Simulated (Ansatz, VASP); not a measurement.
**Y: VASP beside Ansatz**

```
Y
1.0
     3.68531    0.00000    0.00000
    -1.84266    3.19157    0.00000
     0.00000    0.00000    5.74818
Y
2
Direct
  0.33333 0.66667 0.25000
  0.66667 0.33333 0.75000
```

Alike in both runs: functional BLYP; k mesh 10 × 10 × 6; occupations fermi-dirac, width 0.1 eV; no spin polarisation.

Ansatz relaxed the structure, and its values are those at the end. VASP's run is a single point on that final structure, the one shown.

```csv
,VASP,Ansatz
version,VASP 6.6.1,Ansatz 0.2.0
potentials or method,"VASP PAW PBE potentials, release 64 (Y_sv), cutoff 520 eV","plane waves (420 eV) with PAW, scalar-relativistic"
valence electrons in the cell,22,22
```

VASP gave:

* pressure (GPa): -0.1

Problem. What did Ansatz give for the same quantities?

Solution. Pressure (GPa): 0.0.

VASP's potentials were made for PBE, not for BLYP. With one functional, cell and mesh, what is left measures potentials, basis and numerics.
